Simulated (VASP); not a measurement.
A run of VASP 6.6.1:

INCAR

```
SYSTEM = Al3GaN4
ALGO     = Normal         ! electronic algorithm
EDIFF    = 1E-6           ! SCF threshold, eV
ENCUT    = 520            ! plane-wave cutoff, eV
GGA      = PS             ! functional
ISIF     = 2              ! what is computed and relaxed
ISMEAR   = 0              ! smearing method
LASPH    = .TRUE.         ! aspherical terms in the spheres
LCHARG   = .TRUE.         ! write CHGCAR
LELF     = .TRUE.         ! ELF
LREAL    = .FALSE.        ! projectors in reciprocal space
LVHAR    = .TRUE.       
LWAVE    = .FALSE.        ! write WAVECAR
NBANDS   = 31             ! bands
NELM     = 100            ! most SCF steps
PREC     = Accurate       ! precision mode
SIGMA    = 0.02           ! smearing width, eV
```

File KPOINTS:

```
k-points
0
G
  6 8 4
  0 0 0
```

File POSCAR:

```
Al3GaN4
1.0
    5.0434079699      0.0000000000      0.0001149883
    0.0000000000      3.1300738951      0.0000000000
   -0.0032362595      0.0000000000      5.4179919449
Al Ga N
3 1 4
Direct
    0.5002300436      0.5000000000      0.1673295668
    0.0009207036      0.5000000000      0.8348055922
    0.0010880646      0.0000000000      0.3316926352
    0.4994217128      0.0000000000      0.6662009011
    0.1111724736      0.0000000000      0.6663292500
    0.1224543246      0.5000000000      0.1671578647
    0.6251234792      0.5000000000      0.8401923545
    0.6231881980      0.0000000000      0.3262928354
```

Potentials or basis: VASP PAW PBE potentials, release 64 (Al, Ga_d, N).

Run with:

```sh
$ cat potpaw_PBE.64/Al/POTCAR potpaw_PBE.64/Ga_d/POTCAR potpaw_PBE.64/N/POTCAR > POTCAR
$ mpirun -np 1 vasp_std > vasp.out
```

Hardware: 1 thread of Intel(R) Xeon(R) Platinum 8375C CPU @ 2.90GHz (Ice Lake), on a shared host.

Q: Estimate the wall time of this run.

A: Wall time 3.1 min on 1 thread of Intel(R) Xeon(R) Platinum 8375C CPU @ 2.90GHz (Ice Lake), with other jobs on the host, peak memory 0.29 GiB. Counts: scf iterations 14, k points 70.
